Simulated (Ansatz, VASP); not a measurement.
One calculation of KBaI3, two programs

The input INCAR:

```
ALGO     = Normal         # electronic algorithm
EDIFF    = 1E-7           # SCF threshold, eV
ENCUT    = 520            # plane-wave cutoff, eV
GGA      = PE             # functional
ISIF     = 2              # what is computed and relaxed
ISMEAR   = 0              # smearing method
LASPH    = True           # aspherical terms in the spheres
LCHARG   = True           # write CHGCAR
LELF     = True           # ELF
LREAL    = False          # projectors in reciprocal space
LVHAR    = True         
LWAVE    = False          # write WAVECAR
NBANDS   = 28             # bands
NELM     = 80             # most SCF steps
PREC     = Accurate       # precision mode
SIGMA    = 0.5            # smearing width, eV
```

Contents of KPOINTS:

```
k-points
0
Gamma
  4 4 4
```

Contents of POSCAR:

```
KBaI3
1.0
    6.7191903973      0.0000000000      0.0000000000
    0.0000000000      6.7191903973      0.0000000000
    0.0000000000      0.0000000000      6.7191903973
K Ba I
1 1 3
Direct
    0.0000000000      0.0000000000      0.0000000000
    0.5000000000      0.5000000000      0.5000000000
    0.5000000000      0.5000000000      0.0000000000
    0.5000000000      0.0000000000      0.5000000000
    0.0000000000      0.5000000000      0.5000000000
```

Input for Ansatz:

```yaml
crystal:
  lattice:
    - [6.7191903973, 0.0, 0.0]
    - [0.0, 6.7191903973, 0.0]
    - [0.0, 0.0, 6.7191903973]
  atoms:
    - { symbol: K, position: [0.0, 0.0, 0.0] }
    - { symbol: Ba, position: [0.5, 0.5, 0.5] }
    - { symbol: I, position: [0.5, 0.5, 0.0] }
    - { symbol: I, position: [0.5, 0.0, 0.5] }
    - { symbol: I, position: [0.0, 0.5, 0.5] }
kpoints:
  mp_grid: { grid: [4, 4, 4] }
hamiltonian:
  xc: pbe
scf:
  occupations: { method: gaussian, width: 0.5 }
  n_extra_bands: 5
output:
  forces: true
  stress: true
  eigenvalues: true
```

Alike in both runs: task single point; functional PBE; k mesh 4 × 4 × 4; occupations gaussian, width 0.5 eV; no spin polarisation.

|  | VASP | Ansatz |
| --- | --- | --- |
| version | VASP 6.6.1 | Ansatz 0.2.0 |
| potentials or method | VASP PAW PBE potentials, release 64 (K_sv, Ba_sv, I) | plane waves |
| plane-wave cutoff (eV) | 520 | 420 |
| valence electrons in the cell | 40 | 70 |

Ansatz gave:

| Quantity | Value |
| --- | --- |
| pressure (GPa) | 0.1 |

Task: What did VASP give for the same quantities?

Result: Pressure (GPa): 0.2.

VASP's potentials hold 40 valence electrons a cell and Ansatz's 70, so a difference there can come from the potentials and not from the codes.

Spin-orbit coupling is off throughout.
